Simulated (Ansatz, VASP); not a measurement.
**Sb: VASP beside Ansatz**

The input INCAR:

```
SYSTEM = Sb
AGGAC = 0.0 ; ALDAC = 0.0
ALGO = Normal ; EDIFF = 1E-6
ENCUT = 500 ; GGA = PE
GGA_COMPAT = .FALSE. ; ISIF = 2
ISMEAR = -1 ; LASPH = .TRUE.
LCHARG = .TRUE. ; LELF = .TRUE.
LREAL = .FALSE. ; LVHAR = .TRUE.
LWAVE = .FALSE. ; NBANDS = 22
NELM = 120 ; PREC = Accurate
SIGMA = 0.05
```

Contents of KPOINTS:

```
k-points
0
G
  8 8 8
  0 0 0
```

POSCAR

```
Sb
1.0
    2.1102243954      1.2183386227      3.6812845966
   -2.1102243954      1.2183386227      3.6812845966
    0.0000000000     -2.4366772455      3.6812845966
Sb
2
Direct
    0.7665100000      0.7665100000      0.7665100000
    0.2334900000      0.2334900000      0.2334900000
```

File input.yaml:

```yaml
crystal:
  lattice:
    - [2.1102243954, 1.2183386227, 3.6812845966]
    - [-2.1102243954, 1.2183386227, 3.6812845966]
    - [0.0, -2.4366772455, 3.6812845966]
  atoms:
    - { symbol: Sb, position: [0.76651, 0.76651, 0.76651] }
    - { symbol: Sb, position: [0.23349, 0.23349, 0.23349] }
hamiltonian:
  xc: { exchange: pbe, correlation: none }
  pseudopotentials: { kind: paw }
kpoints:
  mp_grid: { grid: [8, 8, 8] }
scf:
  occupations: { method: fermi_dirac, width: 0.05 }
output:
  forces: true
  stress: true
  eigenvalues: true
```

Alike in both runs: task single point; functional PBE exchange alone; k mesh 8 × 8 × 8; occupations fermi-dirac, width 0.05 eV; no spin polarisation.

|  | VASP | Ansatz |
| --- | --- | --- |
| version | VASP 6.6.1 | Ansatz 0.2.0 |
| potentials or method | VASP PAW PBE potentials, release 64 (Sb_d_GW) | Ansatz PAW |
| plane-wave cutoff (eV) | 500 | 420 |
| valence electrons in the cell | 30 | 30 |

Ansatz gave:

- gap on the k mesh at the Fermi level (eV): none
- pressure (GPa): 17.8
- traceless stress, the component that is largest in VASP (GPa): -0.99
- rms of the force components (eV/Å): 0.377

Estimate VASP's values.

gap on the k mesh at the Fermi level (eV): none; pressure (GPa): 17.8; traceless stress, the component that is largest in VASP (GPa): -0.98; rms of the force components (eV/Å): 0.376.

VASP's potentials were made for PBE, not for PBE exchange alone. Atom by atom the forces differ by 0.001 eV/Å (rms over components). A gap of «none» marks a metal or a gap that the smearing closes. The functional is the same, so the differences come from potentials, cutoffs and numerics.

Neither program's run includes spin-orbit coupling.
